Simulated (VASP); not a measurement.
The system is Pt.

```
Pt
1.0
    -1.56281    1.56281    1.56281
     1.56281   -1.56281    1.56281
     1.56281    1.56281   -1.56281
Pt
1
Direct
  0.00000 0.00000 0.00000
```

This cell differs from its parent crystal: volume scaled by 0.96.

Base run:

```yaml
Program: VASP 6.6.1
Functional: LDA
Potentials_or_basis: VASP PAW LDA potentials, release 64 (Pt)
Cutoff: 520 eV
k_mesh: 12 × 12 × 12
Occupations: fermi-dirac, width 0.05 eV
Spin: no spin polarisation
```

Its results: band gap on the k mesh zero (band 5 reaches 11.77 eV, above the bottom of band 6 at 9.49 eV); pressure -6.0 GPa.

Task: The run is repeated on the same cell with these changes: functional from LDA to r2SCAN; potentials or basis from VASP PAW LDA potentials, release 64 (Pt) to VASP PAW PBE potentials, release 64 (Pt). What comes out?

Result: Band gap on the k mesh zero (band 5 reaches 11.71 eV, above the bottom of band 6 at 9.24 eV); pressure 4.0 GPa.

Caveats: spin-orbit coupling is left out, which moves the levels of the heavy elements; the PAW data sets were made with another functional, which shifts forces and pressure a little (some runs).
